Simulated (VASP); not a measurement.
# CdSe (F-43m) in VASP: settings compared, part 2 of 2

VASP 6.6.1. Earlier steps stand in the parts before.

### 3 Single point, r2SCAN+rVV10

This run uses another cell than the first one, of 29.52 Å³/atom.

Contents of POSCAR:

```
CdSe
1.0
    0.0000000000      3.0906047130      3.0906047130
    3.0906047130      0.0000000000      3.0906047130
    3.0906047130      3.0906047130      0.0000000000
Cd Se
1 1
Direct
    0.0000000000      0.0000000000      0.0000000000
    0.2500000000      0.2500000000      0.2500000000
```

Contents of INCAR.step1:

```
PREC = Accurate ; ENCUT = 520
ISMEAR = -1 ; SIGMA = 0.05
LREAL = F ; LASPH = T
NELM = 60 ; NBANDS = 16
GGA = PE ; ALGO = Normal
EDIFF = 1E-4 ; LWAVE = T
LCHARG = F
```

Contents of INCAR.step2:

```
PREC = Accurate ; ENCUT = 520
EDIFF = 1E-6 ; ISMEAR = -1
SIGMA = 0.05 ; LREAL = F
LASPH = T ; NELM = 60
ALGO = Normal ; ISIF = 2
LWAVE = F ; LCHARG = T
METAGGA = R2SCAN ; LMIXTAU = T
LUSE_VDW = T ; IVDW_NL = 2
BPARAM = 11.95 ; CPARAM = 0.0093
LELF = T ; LVHAR = T
NBANDS = 16 ; ISTART = 1
```

Contents of KPOINTS:

```
Automatic mesh
0
Gamma
  8 8 8
```

Potentials or basis: VASP PAW PBE potentials, release 64 (Cd, Se).

Launch:

```console
$ cat potpaw_PBE.64/Cd/POTCAR potpaw_PBE.64/Se/POTCAR > POTCAR
$ cp INCAR.step1 INCAR
$ mpirun -np 1 vasp_std > vasp.out
$ cp INCAR.step2 INCAR
$ mpirun -np 1 vasp_std > vasp.out
```

Run time: 6.1 min. Hardware: 1 thread of Intel Xeon 8259CL, shared host; peak memory 0.41 GiB.

It converged, with:

```
Free energy            : -35.3127 eV
Pressure               : -1.6 GPa
Band gap on the k mesh : 0.92 eV
```

Levels at points of the mesh, in eV from the valence-band top:
| k point | band 7 | band 8 | band 9 | band 10 | band 11 | band 12 |
| --- | --- | --- | --- | --- | --- | --- |
| (0.00, 0.00, 0.00) | 0.00 | 0.00 | 0.00 | 0.92 | 6.44 | 6.44 |
| (0.50, 0.00, 0.00) | -4.16 | -0.69 | -0.69 | 2.75 | 6.87 | 6.87 |
| (0.50, 0.50, 0.00) | -3.88 | -1.73 | -1.73 | 3.45 | 4.07 | 9.36 |

Caveat: the PAW data sets were made with another functional, which shifts forces and pressure a little.

### 4 Single point, r2SCAN+rVV10

This run uses another cell than the first one, of 30.10 Å³/atom.

Contents of POSCAR:

```
CdSe
1.0
    0.0000000000      3.1106741371      3.1106741371
    3.1106741371      0.0000000000      3.1106741371
    3.1106741371      3.1106741371      0.0000000000
Cd Se
1 1
Direct
    0.0000000000      0.0000000000      0.0000000000
    0.2500000000      0.2500000000      0.2500000000
```

Contents of INCAR.step1:

```
SYSTEM = CdSe
ALGO = Normal ; EDIFF = 1E-4
ENCUT = 520 ; GGA = PE
ISMEAR = -1 ; LASPH = .True.
LCHARG = .False. ; LREAL = .False.
LWAVE = .True. ; NBANDS = 16
NELM = 100 ; PREC = Accurate
SIGMA = 0.05
```

Contents of INCAR.step2:

```
SYSTEM = CdSe
ALGO = Normal ; BPARAM = 11.95
CPARAM = 0.0093 ; EDIFF = 1E-6
ENCUT = 520 ; ISIF = 2
ISMEAR = -1 ; ISTART = 1
IVDW_NL = 2 ; LASPH = .True.
LCHARG = .False. ; LMIXTAU = .True.
LREAL = .False. ; LUSE_VDW = .True.
LWAVE = .False. ; METAGGA = R2SCAN
NBANDS = 16 ; NELM = 100
PREC = Accurate ; SIGMA = 0.05
```

Contents of KPOINTS:

```
k-points
0
Gamma
  8 8 8
  0 0 0
```

Potentials or basis: VASP PAW PBE potentials, release 64 (Cd, Se).

Launch:

```console
$ cat potpaw_PBE.64/Cd/POTCAR potpaw_PBE.64/Se/POTCAR > POTCAR
$ cp INCAR.step1 INCAR
$ mpirun -np 1 vasp_std > vasp.out
$ cp INCAR.step2 INCAR
$ mpirun -np 1 vasp_std > vasp.out
```

OUTCAR:

```text
SYSTEM = CdSe
   BPARAM = 11.95
   EDIFF = 1E-6
   ENCUT = 520
   ISIF = 2
   ISMEAR = -1
   ISTART = 1
   IVDW_NL = 2
   LASPH = .True.
   LREAL = .False.
   METAGGA = R2SCAN
   NELM = 100
   PREC = Accurate

 ion  position               nearest neighbor table
   1  0.000  0.000  0.000-   2 2.69   2 2.69   2 2.69   2 2.69
   2  0.250  0.250  0.250-   1 2.69   1 2.69   1 2.69   1 2.69

  LATTYP: Found a face centered cubic cell.
 ALAT       =     6.2213482742

  Lattice vectors:

[... 642 lines left out ...]

 [... further k-points ...]

------------------------ aborting loop because EDIFF is reached ----------------------------------------

  FORCE on cell =-STRESS in cart. coord.  units (eV):
  Direction    XX          YY          ZZ          XY          YZ          ZX
  --------------------------------------------------------------------------------------
  -------------------------------------------------------------------------------------
  Total       -0.9265347     -0.9265347     -0.9265347      0.0000000      0.0000000      0.0000000
  in kB      -24.6591849    -24.6591849    -24.6591849      0.0000000      0.0000000      0.0000000
  external PRESSURE =     -24.6591849 kB  Pullay stress =       0.0000000 kB

 VOLUME and BASIS-vectors are now :
 -----------------------------------------------------------------------------
  energy-cutoff  :      520.00
  volume of cell :       60.20
      direct lattice vectors                 reciprocal lattice vectors
     0.000000000  3.110674137  3.110674137    -0.160736862  0.160736862  0.160736862
     3.110674137  0.000000000  3.110674137     0.160736862 -0.160736862  0.160736862
     3.110674137  3.110674137  0.000000000     0.160736862  0.160736862 -0.160736862

 POSITION                                       TOTAL-FORCE (eV/Angst)
 -----------------------------------------------------------------------------------
      0.00000      0.00000      0.00000        -0.000000     -0.000000     -0.000000
      1.55534      1.55534      1.55534         0.000000      0.000000      0.000000
 -----------------------------------------------------------------------------------
    total drift:                                0.000000      0.000000      0.000000

  FREE ENERGIE OF THE ION-ELECTRON SYSTEM (eV)
  ---------------------------------------------------
  free  energy   TOTEN  =       -35.2979634227 eV

  energy  without entropy=      -35.2979620351  energy(sigma->0) =      -35.29796273
```

Wall time 6.6 min (1 thread of Intel Xeon 8259CL, shared host); peak memory 0.41 GiB.

What came out:

| Item | Value |
| --- | --- |
| Free energy | -35.2980 eV |
| Pressure | -2.5 GPa |
| Band gap on the k mesh | 0.88 eV |

Levels at points of the mesh, in eV from the valence-band top:
```tsv
k point	band 6	band 7	band 8	band 9	band 10	band 11	band 12	band 13
(0.00, 0.00, 0.00)	-7.62	0.00	0.00	0.00	0.88	6.44	6.44	6.44
(0.50, 0.00, 0.00)	-7.37	-4.06	-0.67	-0.67	2.72	6.86	6.86	7.51
(0.50, 0.50, 0.00)	-7.31	-3.79	-1.67	-1.67	3.48	4.04	9.26	10.51
```

Caveat: the PAW data sets were made with another functional, which shifts forces and pressure a little.

### 5 The runs side by side

| level | cell | cutoff (eV) | smearing | gap on the mesh (eV) | pressure (GPa) |
| --- | --- | --- | --- | --- | --- |
| rpbe exchange, lyp correlation | a = 4.342 Å, angles 60.0°, 2 atoms | 500 | gaussian 0.01 eV | 0.63 | 6.2 |
| r2SCAN+rVV10 | a = 4.371 Å, angles 60.0°, 2 atoms | 520 | fermi-dirac 0.05 eV | 0.92 | -1.6 |
| r2SCAN+rVV10 | a = 4.399 Å, angles 60.0°, 2 atoms | 520 | fermi-dirac 0.05 eV | 0.88 | -2.5 |

Alike in all rows: task single point; potentials or basis VASP PAW PBE potentials, release 64 (Cd, Se); no spin polarisation; k mesh 8 × 8 × 8.

Caveats: the PAW data sets were made with another functional, which shifts forces and pressure a little; the cell stands under pressure (at least some runs); semilocal functionals underestimate gaps, and a narrow one can read as zero (at least some runs).

Total energies depend on the potentials used, so only differences within one code and one set of settings carry meaning.
